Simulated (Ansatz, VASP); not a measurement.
SnO2: VASP beside Ansatz

```
Sn O
1.0
     4.78800    0.00000    0.00000
     0.00000    4.86658    0.00000
     0.00000    0.00000    3.24090
Sn O
2 4
Direct
  0.50000 0.50000 0.50000
  0.00000 0.00000 0.00000
  0.29185 0.32104 0.00000
  0.79185 0.17896 0.50000
  0.20814 0.82104 0.50000
  0.70815 0.67896 0.00000
```

Alike in both runs: task relaxation of cell and atoms; functional PBEsol; dispersion D3(BJ); k mesh 6 × 4 × 6; no spin polarisation.

|  | VASP | Ansatz |
| --- | --- | --- |
| version | VASP 6.6.1 | Ansatz 0.2.0 |
| potentials or method | VASP PAW PBE potentials, release 64 (Sn_d, O), cutoff 600 eV | plane waves, PAW |
| occupations | gaussian, width 0.01 eV | fixed |
| valence electrons in the cell | 52 | 52 |

|  | VASP | Ansatz | Ansatz less VASP |
| --- | --- | --- | --- |
| relaxed volume (Å³/atom) | 12.04 | 12.02 | -0.019 |
| relaxed cell length with the largest relative difference (Å) | 3.207 | 3.204 | -0.0032 |

VASP's potentials were made for PBE, not for PBEsol.
